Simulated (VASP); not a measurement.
# Mo (Im-3m) in VASP: further runs

The runs below take Mo through single point, with LDA.

Program: VASP 6.6.1. These are calculated values, not measurements. Logs are shortened: lines on timing, memory, paths and dates and some standing lists are left out, and cuts for length are marked.

**1. The cell of the first run**

Symmetry: Im-3m, No. 229, cubic system. Conventional cell: a = 3.103 Å, b = 3.103 Å, c = 3.103 Å, α = 90.00°, β = 90.00°, γ = 90.00°. Within 3.5 Å of Mo (site symmetry m-3m) lie 14 Mo at 2.69 to 3.10 Å.

**2. Single point, LDA (volume scaled by 0.94)**

The input, INCAR:

```
PREC     = Accurate       # precision mode
ENCUT    = 520            # plane-wave cutoff, eV
EDIFF    = 1E-7           # SCF threshold, eV
ISMEAR   = -1             # smearing method
SIGMA    = 0.05           # smearing width, eV
LREAL    = False          # projectors in reciprocal space
LASPH    = True           # aspherical terms in the spheres
NELM     = 100            # most SCF steps
ALGO     = Fast           # electronic algorithm
ISIF     = 2              # what is computed and relaxed
LWAVE    = False          # write WAVECAR
LCHARG   = False          # write CHGCAR
GGA      = CA             # functional
NBANDS   = 13             # bands
```

The input, KPOINTS:

```
Automatic mesh
0
Gamma
  12 12 12
```

The input, POSCAR:

```
Mo
1.0
   -1.5514772677      1.5514772677      1.5514772677
    1.5514772677     -1.5514772677      1.5514772677
    1.5514772677      1.5514772677     -1.5514772677
Mo
1
Direct
    0.0000000000      0.0000000000      0.0000000000
```

Potentials or basis: VASP PAW LDA potentials, release 64 (Mo_sv).

Command:

```
$ cat potpaw_LDA.64/Mo_sv/POTCAR > POTCAR
$ mpirun -np 1 vasp_std > vasp.out
```

OUTCAR:

```text
PREC = Accurate
   ENCUT = 520
   EDIFF = 1E-7
   ISMEAR = -1
   LREAL = False
   LASPH = True
   NELM = 100
   ISIF = 2
   GGA = CA

 ion  position               nearest neighbor table
   1  0.000  0.000  0.000-

  LATTYP: Found a body centered cubic cell.
 ALAT       =     3.1029545354

  Lattice vectors:

 A1 = (  -1.5514772677,   1.5514772677,   1.5514772677)
 A2 = (   1.5514772677,  -1.5514772677,   1.5514772677)
 A3 = (   1.5514772677,   1.5514772677,  -1.5514772677)

Analysis of symmetry for initial positions (statically):
=====================================================================
 Subroutine PRICEL returns:
 Original cell was already a primitive cell.

 Routine SETGRP: Setting up the symmetry group for a
 body centered cubic supercell.

 Subroutine GETGRP returns: Found 48 space group operations
 (whereof 48 operations were pure point group operations)
 out of a pool of 48 trial point group operations.

The static configuration has the point symmetry O_h .

Analysis of symmetry for dynamics (positions and initial velocities):
=====================================================================
 Subroutine PRICEL returns:
 Original cell was already a primitive cell.

 Routine SETGRP: Setting up the symmetry group for a
 body centered cubic supercell.

 Subroutine GETGRP returns: Found 48 space group operations
 (whereof 48 operations were pure point group operations)
 out of a pool of 48 trial point group operations.

The dynamic configuration has the point symmetry O_h .

 Subroutine INISYM returns: Found 48 space group operations
 (whereof 48 operations are pure point group operations),
 and found     1 'primitive' translations

----------------------------------------------------------------------------------------

                                     Primitive cell

  volume of cell :      14.9381

  direct lattice vectors                    reciprocal lattice vectors
    -1.551477268  1.551477268  1.551477268     0.000000000  0.322273494  0.322273494
     1.551477268 -1.551477268  1.551477268     0.322273494  0.000000000  0.322273494
     1.551477268  1.551477268 -1.551477268     0.322273494  0.322273494  0.000000000

  length of vectors
     2.687237454  2.687237454  2.687237454     0.455763546  0.455763546  0.455763546

  position of ions in fractional coordinates (direct lattice)
[... 76 lines left out ...]
   NELM   =    100;   NELMIN=  2; NELMDL= -5     # of ELM steps
   EDIFF  = 0.1E-06   stopping-criterion for ELM
   LREAL  =      F    real-space projection
   EDIFFG = 0.1E-05   stopping-criterion for IOM
   NSW    =      0    number of steps for IOM
   IBRION =     -1    ionic relax: 0-MD 1-quasi-New 2-CG
   NFREE  =      0    steps in history (QN), initial steepest desc. (CG)
   ISIF   =      2    stress and relaxation
   ISYM   =      2    0-nonsym 1-usesym 2-fastsym
   POTIM  = 0.5000    time-step for ionic-motion
   TEBEG  =    0.0;   TEEND  =   0.0 temperature during run
   PSTRESS=    0.0 pullay stress
   NELECT =      14.0000    total number of electrons
   NUPDOWN=      -1.0000    fix difference up-down
   EMIN   =  10.00;   EMAX   =-10.00  energy-range for DOS
   EFERMI =   0.00;   METHOD = LEGACY
   ISMEAR =    -1;   SIGMA  =   0.05  broadening in eV -4-tet -1-fermi 0-gaus
   EFERMI_NEDOS =   21; number of points for ismear=-14 and -15
   IALGO  =     68    algorithm
   IMIX   =      4    mixing-type and parameters
     AMIX     =   0.40;   BMIX     =  1.00
     AMIX_MAG =   1.60;   BMIX_MAG =  1.00
  volume/ion in A,a.u.               =      14.94       100.81
  Fermi-wavevector in a.u.,A,eV,Ry     =   1.602085  3.027501 34.921732  2.566675
  Thomas-Fermi vector in A             =   2.698961
   LORBIT       =      0    0 simple, 1 ext, 2 COOP (PROOUT), +10 PAW based schemes
   GGA     = CA    functional components
   LHFCALC =     F    Hartree Fock is set to
   AEXX    =    0.0000 exact exchange contribution
   IVDW    =     0    specifies the selected vdW correction
   LEPSILON=     F    determine dielectric tensor
   LRPA    =     F    only Hartree local field effects (RPA)
 non-spin polarized calculation
 RMM-DIIS sequential band-by-band and
  energy-cutoff  :      520.00
  volume of cell :       14.94
 maximum number of plane-waves:       420
   NGX =  9   NGY =  9   NGZ =  9

 number of electron      13.9999996 magnetization

 Free energy of the ion-electron system (eV)
  ---------------------------------------------------
  ext. energy  EPLUGINS =         0.00000000
  ---------------------------------------------------
  free energy    TOTEN  =       -12.14477247 eV

  energy without entropy =      -12.14276298  energy(sigma->0) =      -12.14376772

 E-fermi :  13.1562     XC(G=0): -13.8592

 val. band max:       13.0369225282   @ k =  -0.1667   0.2500   0.0833
 cond. band min:      13.2132762328   @ k =  -0.3333   0.3333   0.2500
 fundamental gap:      0.1763537046
 Fermi energy:        13.1561558094

 k-point     1 :       0.0000    0.0000    0.0000
  band No.  band energies     occupation
      1     -47.7382      2.00000
      2     -21.0638      2.00000
      3     -21.0638      2.00000
      4     -21.0638      2.00000
      5       5.8464      2.00000
      6      11.7480      2.00000
      7      11.7480      2.00000
      8      11.7480      2.00000
      9      14.9205      0.00000
     10      14.9205      0.00000
     11      28.1027      0.00000
     12      28.1027      0.00000
     13      28.1027      0.00000
[... 354 lines left out ...]
  band No.  band energies     occupation
      1     -47.4060      2.00000
      2     -22.5960      2.00000
      3     -21.6626      2.00000
      4     -21.1908      2.00000
      5       8.2192      2.00000
      6       9.5870      2.00000
      7      13.6906      0.00005
      8      15.1589      0.00000
      9      15.6788      0.00000
     10      20.0163      0.00000
     11      24.8866      0.00000
     12      25.9002      0.00000
     13      29.8363      0.00000

 [... further k-points ...]
[... 5 lines left out ...]
  --------------------------------------------------------------------------------------
  -------------------------------------------------------------------------------------
  Total        0.3455604      0.3455604      0.3455604      0.0000000     -0.0000000      0.0000000
  in kB       37.0628109     37.0628109     37.0628109      0.0000000     -0.0000000      0.0000000
  external PRESSURE =      37.0628109 kB  Pullay stress =       0.0000000 kB

 VOLUME and BASIS-vectors are now :
 -----------------------------------------------------------------------------
  energy-cutoff  :      520.00
  volume of cell :       14.94
      direct lattice vectors                 reciprocal lattice vectors
    -1.551477268  1.551477268  1.551477268     0.000000000  0.322273494  0.322273494
     1.551477268 -1.551477268  1.551477268     0.322273494  0.000000000  0.322273494
     1.551477268  1.551477268 -1.551477268     0.322273494  0.322273494  0.000000000

 POSITION                                       TOTAL-FORCE (eV/Angst)
 -----------------------------------------------------------------------------------
      0.00000      0.00000      0.00000         0.000000      0.000000      0.000000
 -----------------------------------------------------------------------------------
    total drift:                                0.000000     -0.000000      0.000000

  FREE ENERGIE OF THE ION-ELECTRON SYSTEM (eV)
  ---------------------------------------------------
  free  energy   TOTEN  =       -12.1447724718 eV

  energy  without entropy=      -12.1427629767  energy(sigma->0) =      -12.14376772
```

OSZICAR:

```text
N       E                     dE             d eps       ncg     rms          rms(c)
DAV:   1     0.950430768793E+02    0.95043E+02   -0.78795E+03  1896   0.111E+03
DAV:   2    -0.115816215940E+02   -0.10662E+03   -0.10241E+03  2112   0.324E+02
DAV:   3    -0.128406218309E+02   -0.12590E+01   -0.12540E+01  2077   0.359E+01
DAV:   4    -0.128436691475E+02   -0.30473E-02   -0.30473E-02  2137   0.208E+00
DAV:   5    -0.128436894020E+02   -0.20254E-04   -0.20256E-04  2037   0.154E-01    0.173E+01
RMM:   6    -0.122462941675E+02    0.59740E+00   -0.65513E-01  1878   0.779E+00    0.486E+00
RMM:   7    -0.121508548673E+02    0.95439E-01   -0.17933E-01  1926   0.391E+00    0.100E+00
RMM:   8    -0.121448076500E+02    0.60472E-02   -0.95745E-03  2054   0.113E+00    0.141E-01
RMM:   9    -0.121447558978E+02    0.51752E-04   -0.10935E-03  2053   0.362E-01    0.880E-02
RMM:  10    -0.121447739582E+02   -0.18060E-04   -0.11502E-04  2099   0.121E-01    0.260E-02
RMM:  11    -0.121447719807E+02    0.19775E-05   -0.50996E-05  2080   0.784E-02    0.553E-03
RMM:  12    -0.121447723184E+02   -0.33774E-06   -0.71617E-06  2086   0.317E-02    0.167E-03
RMM:  13    -0.121447724593E+02   -0.14087E-06   -0.16497E-06  1949   0.133E-02    0.196E-03
RMM:  14    -0.121447724718E+02   -0.12484E-07   -0.34224E-07  1386   0.560E-03
   1 F= -.12144772E+02 E0= -.12143768E+02  d E =-.200950E-02
```

stdout:

```text
POSCAR found type information on POSCAR Mo
 POSCAR found :  1 types and       1 ions
 scaLAPACK will be used
 LDA part: xc-table for (Slater(with rela. corr.)+CA(PZ))
 , standard interpolation
 POSCAR, INCAR and KPOINTS ok, starting setup
 FFT: planning ... GRIDC
 FFT: planning ... GRID_SOFT
 FFT: planning ... GRID
 WAVECAR not read
 entering main loop
```

Run time: 11 s. Hardware: 1 thread of Intel Xeon Platinum 8375C at 2.90GHz (Ice Lake), shared host; peak memory 0.13 GiB.

What came out:

| Property | Result |
| --- | --- |
| Free energy | -12.1448 eV |
| Pressure | 3.7 GPa |
| Band gap on the k mesh | zero (band 7 reaches 17.49 eV, above the bottom of band 8 at 11.75 eV) |

Levels at points of the mesh, in eV from the Fermi level:
| k point | band 4 | band 5 | band 6 | band 7 | band 8 | band 9 | band 10 | band 11 |
| --- | --- | --- | --- | --- | --- | --- | --- | --- |
| (0.00, 0.00, 0.00) | -34.22 | -7.31 | -1.41 | -1.41 | -1.41 | 1.76 | 1.76 | 14.95 |
| (0.50, 0.00, 0.00) | -34.24 | -5.56 | -3.58 | 1.83 | 1.92 | 2.49 | 5.16 | 12.11 |
| (0.50, 0.50, 0.50) | -35.34 | -5.77 | -5.77 | 4.33 | 4.33 | 4.33 | 9.47 | 9.47 |

**3. Single point, LDA (volume scaled by 0.96)**

The input, INCAR:

```
PREC = Accurate
ENCUT = 520
EDIFF = 1E-6
ISMEAR = -1
SIGMA = 0.05
LREAL = F
LASPH = T
NELM = 80
ALGO = Normal
ISIF = 2
LWAVE = F
LCHARG = F
GGA = CA
NBANDS = 13
```

The input, KPOINTS:

```
regular mesh
0
Gamma
  12 12 12
```

The input, POSCAR:

```
Mo
1.0
   -1.5624035240      1.5624035240      1.5624035240
    1.5624035240     -1.5624035240      1.5624035240
    1.5624035240      1.5624035240     -1.5624035240
Mo
1
Direct
    0.0000000000      0.0000000000      0.0000000000
```

Potentials or basis: VASP PAW LDA potentials, release 64 (Mo_sv).

Command:

```
$ cat potpaw_LDA.64/Mo_sv/POTCAR > POTCAR
$ mpirun -np 1 vasp_std > vasp.out
```

OUTCAR:

```text
PREC = Accurate
   ENCUT = 520
   EDIFF = 1E-6
   ISMEAR = -1
   LREAL = F
   LASPH = T
   NELM = 80
   ISIF = 2
   GGA = CA

 ion  position               nearest neighbor table
   1  0.000  0.000  0.000-

  LATTYP: Found a body centered cubic cell.
 ALAT       =     3.1248070480

  Lattice vectors:

 A1 = (  -1.5624035240,   1.5624035240,   1.5624035240)
 A2 = (   1.5624035240,  -1.5624035240,   1.5624035240)
 A3 = (   1.5624035240,   1.5624035240,  -1.5624035240)

Analysis of symmetry for initial positions (statically):
=====================================================================
 Subroutine PRICEL returns:
 Original cell was already a primitive cell.

 Routine SETGRP: Setting up the symmetry group for a
 body centered cubic supercell.

 Subroutine GETGRP returns: Found 48 space group operations
 (whereof 48 operations were pure point group operations)
 out of a pool of 48 trial point group operations.

The static configuration has the point symmetry O_h .

Analysis of symmetry for dynamics (positions and initial velocities):
=====================================================================
 Subroutine PRICEL returns:
 Original cell was already a primitive cell.

 Routine SETGRP: Setting up the symmetry group for a
 body centered cubic supercell.

 Subroutine GETGRP returns: Found 48 space group operations
 (whereof 48 operations were pure point group operations)
 out of a pool of 48 trial point group operations.

The dynamic configuration has the point symmetry O_h .

 Subroutine INISYM returns: Found 48 space group operations
 (whereof 48 operations are pure point group operations),
 and found     1 'primitive' translations

----------------------------------------------------------------------------------------

                                     Primitive cell

  volume of cell :      15.2560
[... 106 lines left out ...]
     AMIX     =   0.40;   BMIX     =  1.00
     AMIX_MAG =   1.60;   BMIX_MAG =  1.00
  volume/ion in A,a.u.               =      15.26       102.95
  Fermi-wavevector in a.u.,A,eV,Ry     =   1.590881  3.006329 34.435008  2.530902
  Thomas-Fermi vector in A             =   2.689507
   LORBIT       =      0    0 simple, 1 ext, 2 COOP (PROOUT), +10 PAW based schemes
   GGA     = CA    functional components
   LHFCALC =     F    Hartree Fock is set to
   AEXX    =    0.0000 exact exchange contribution
   IVDW    =     0    specifies the selected vdW correction
   LEPSILON=     F    determine dielectric tensor
   LRPA    =     F    only Hartree local field effects (RPA)
 non-spin polarized calculation
  energy-cutoff  :      520.00
  volume of cell :       15.26
 maximum number of plane-waves:       420
   NGX =  9   NGY =  9   NGZ =  9

 number of electron      13.9999997 magnetization

 Free energy of the ion-electron system (eV)
  ---------------------------------------------------
  ext. energy  EPLUGINS =         0.00000000
  ---------------------------------------------------
  free energy    TOTEN  =       -12.14598134 eV

  energy without entropy =      -12.14383495  energy(sigma->0) =      -12.14490815

 E-fermi :  12.8058     XC(G=0): -13.7402

 val. band max:       12.7086218031   @ k =  -0.1667   0.2500   0.0833
 cond. band min:      12.8504525709   @ k =   0.5000   0.5000   0.0833
 fundamental gap:      0.1418307677
 Fermi energy:        12.8057770120

 k-point     1 :       0.0000    0.0000    0.0000
  band No.  band energies     occupation
      1     -48.0800      2.00000
      2     -21.4611      2.00000
      3     -21.4611      2.00000
      4     -21.4611      2.00000
      5       5.5586      2.00000
      6      11.4407      2.00000
      7      11.4407      2.00000
      8      11.4407      2.00000
      9      14.5312      0.00000
     10      14.5312      0.00000
     11      27.7245      0.00000
     12      27.7245      0.00000
     13      27.7245      0.00000
[... 354 lines left out ...]
  band No.  band energies     occupation
      1     -47.7746      2.00000
      2     -22.8962      2.00000
      3     -22.0228      2.00000
      4     -21.5787      2.00000
      5       7.9805      2.00000
      6       9.3361      2.00000
      7      13.2849      0.00014
      8      14.7518      0.00000
      9      15.2564      0.00000
     10      19.4825      0.00000
     11      24.2321      0.00000
     12      25.4730      0.00000
     13      29.1873      0.00000

 [... further k-points ...]
[... 5 lines left out ...]
  --------------------------------------------------------------------------------------
  -------------------------------------------------------------------------------------
  Total       -0.2447858     -0.2447858     -0.2447858     -0.0000000     -0.0000000     -0.0000000
  in kB      -25.7073421    -25.7073421    -25.7073421     -0.0000000     -0.0000000     -0.0000000
  external PRESSURE =     -25.7073421 kB  Pullay stress =       0.0000000 kB

 VOLUME and BASIS-vectors are now :
 -----------------------------------------------------------------------------
  energy-cutoff  :      520.00
  volume of cell :       15.26
      direct lattice vectors                 reciprocal lattice vectors
    -1.562403524  1.562403524  1.562403524     0.000000000  0.320019760  0.320019760
     1.562403524 -1.562403524  1.562403524     0.320019760  0.000000000  0.320019760
     1.562403524  1.562403524 -1.562403524     0.320019760  0.320019760  0.000000000

 POSITION                                       TOTAL-FORCE (eV/Angst)
 -----------------------------------------------------------------------------------
      0.00000      0.00000      0.00000         0.000000      0.000000     -0.000000
 -----------------------------------------------------------------------------------
    total drift:                                0.000000      0.000000      0.000000

  FREE ENERGIE OF THE ION-ELECTRON SYSTEM (eV)
  ---------------------------------------------------
  free  energy   TOTEN  =       -12.1459813371 eV

  energy  without entropy=      -12.1438349537  energy(sigma->0) =      -12.14490815
```

OSZICAR:

```text
N       E                     dE             d eps       ncg     rms          rms(c)
DAV:   1     0.964897506106E+02    0.96490E+02   -0.79312E+03  1880   0.111E+03
DAV:   2    -0.116679548338E+02   -0.10816E+03   -0.10406E+03  2087   0.321E+02
DAV:   3    -0.128601729071E+02   -0.11922E+01   -0.11892E+01  2147   0.350E+01
DAV:   4    -0.128631240282E+02   -0.29511E-02   -0.29511E-02  2047   0.205E+00
DAV:   5    -0.128631448273E+02   -0.20799E-04   -0.20800E-04  2167   0.154E-01    0.164E+01
DAV:   6    -0.122484879998E+02    0.61466E+00   -0.71703E-01  1932   0.108E+01    0.428E+00
DAV:   7    -0.121530502684E+02    0.95438E-01   -0.14007E-01  2067   0.442E+00    0.973E-01
DAV:   8    -0.121460199911E+02    0.70303E-02   -0.51830E-03  1932   0.881E-01    0.225E-01
DAV:   9    -0.121459699949E+02    0.49996E-04   -0.14351E-04  2168   0.146E-01    0.782E-02
DAV:  10    -0.121459813066E+02   -0.11312E-04   -0.81713E-06  1947   0.338E-02    0.188E-03
DAV:  11    -0.121459813371E+02   -0.30567E-07   -0.63610E-08  1061   0.308E-03
   1 F= -.12145981E+02 E0= -.12144908E+02  d E =-.214638E-02
```

It took 14 s on 1 thread of Intel Xeon Platinum 8375C at 2.90GHz (Ice Lake), shared host; peak memory 0.12 GiB.

What came out:

```
Free energy            : -12.1460 eV
Pressure               : -2.6 GPa
Band gap on the k mesh : zero (band 7 reaches 17.01 eV, above the bottom of band 8 at 11.44 eV)
```

Levels at points of the mesh, in eV from the Fermi level:
| k point | band 3 | band 4 | band 5 | band 6 | band 7 | band 8 | band 9 | band 10 | band 11 | band 12 |
| --- | --- | --- | --- | --- | --- | --- | --- | --- | --- | --- |
| (0.00, 0.00, 0.00) | -34.27 | -34.27 | -7.25 | -1.37 | -1.37 | -1.37 | 1.73 | 1.73 | 14.92 | 14.92 |
| (0.50, 0.00, 0.00) | -34.75 | -34.28 | -5.43 | -3.47 | 1.78 | 1.83 | 2.42 | 5.01 | 12.07 | 12.07 |
| (0.50, 0.50, 0.50) | -35.32 | -35.32 | -5.60 | -5.60 | 4.21 | 4.21 | 4.21 | 9.30 | 9.30 | 9.30 |
